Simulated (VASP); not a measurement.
## Ca: single point with LDA

Crystal: Ca.

```xyz
1
Lattice="0.0000 2.6715 2.6715 2.6715 0.0000 2.6715 2.6715 2.6715 0.0000" Properties=species:S:1:pos:R:3 pbc="T T T"
Ca    0.0000    0.0000    0.0000
```

| Quantity | Value |
| --- | --- |
| Program | VASP 6.6.1 |
| Task | single point |
| Functional | LDA |
| Potentials or basis | VASP PAW LDA potentials, release 64 (Ca_sv) |
| Cutoff | 520 eV |
| k mesh | 10 × 10 × 10 |
| Occupations | gaussian, width 0.01 eV |
| Spin | no spin polarisation |

```
Pressure               : -0.1 GPa
Band gap on the k mesh : zero (band 5 reaches 2.26 eV, above the bottom of band 6 at 2.17 eV)
```

Levels at points of the mesh, in eV from the Fermi level:
```csv
k point,band 2,band 3,band 4,band 5,band 6,band 7,band 8,band 9
"(0.00, 0.00, 0.00)",-22.56,-22.56,-22.56,-4.22,2.32,2.32,2.32,3.52
"(0.50, 0.00, 0.00)",-22.76,-22.58,-22.58,-1.11,-0.03,2.19,2.19,4.30
"(0.50, 0.50, 0.00)",-22.75,-22.63,-22.63,-0.62,0.40,1.18,4.29,4.50
```

Run time: 7.7 s on 1 thread of AMD EPYC 9R45 96-Core Processor (Zen 5), with other jobs on the host, peak memory 0.12 GiB.
